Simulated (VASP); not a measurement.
TiN: single point with PBEsol

The system is TiN.

```
Ti N
1.0
     0.00000    2.15659    2.15659
     2.15659    0.00000    2.15659
     2.15659    2.15659    0.00000
Ti N
1 1
Direct
  0.00000 0.00000 0.00000
  0.50000 0.50000 0.50000
```

- Program: VASP 6.6.1
- Task: single point
- Functional: PBEsol
- Potentials or basis: VASP PAW PBE potentials, release 64 (Ti_sv, N)
- Cutoff: 520 eV
- k mesh: 20 × 20 × 20
- Occupations: gaussian, width 0.15 eV
- Spin: collinear spin
- Starting moments: [0.75, 0.0] μB
- Fixed moment: 0.75 μB
- Dipole correction: no
- Further INCAR settings: ALGO = Normal; EDIFF = 1e-06; NBANDS = 20

```yaml
Pressure: -15.1 GPa
Net_moment: 0.75 μB per cell
Site_moments: Ti +0.58; N +0.03 μB
Valence_electrons_inside_the_program's_atomic_spheres: Ti 10.31; N 3.70
```

Wall time 3.3 min on 1 thread of Intel Xeon 8259CL, on a shared host, peak memory 0.27 GiB.

Caveat: the cell stands under tension; the PAW data sets were made with another functional, which shifts forces and pressure a little; the total moment is fixed, so each spin has its own Fermi level and the state may be an excited one.
